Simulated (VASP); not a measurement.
The system is Te, in a box.

```
Te
1.0
    10.50000    0.00000    0.00000
     0.00000   11.00000    0.00000
     0.00000    0.00000   11.50000
Te
1
Direct
  0.50000 0.50455 0.50000
```

Base run:

* Program: VASP 6.6.1
* Functional: RPBE
* Potentials or basis: VASP PAW PBE potentials, release 64 (Te)
* Cutoff: 400 eV
* k mesh: 1 × 1 × 1
* Occupations: gaussian, width 0.005 eV
* Spin: collinear spin
* Starting moments: [2.0] μB

Its results: gap between the frontier levels 0.32 eV; net moment 2.00 μB per cell; site moments Te +0.96 μB.

Task: The run is repeated on the same cell with these changes: functional from RPBE to PBEsol. What comes out?

Result: Gap between the frontier levels 0.21 eV; net moment 2.00 μB per cell; site moments Te +0.95 μB.

Caveats: spin-orbit coupling is left out, which moves the levels of the heavy elements.

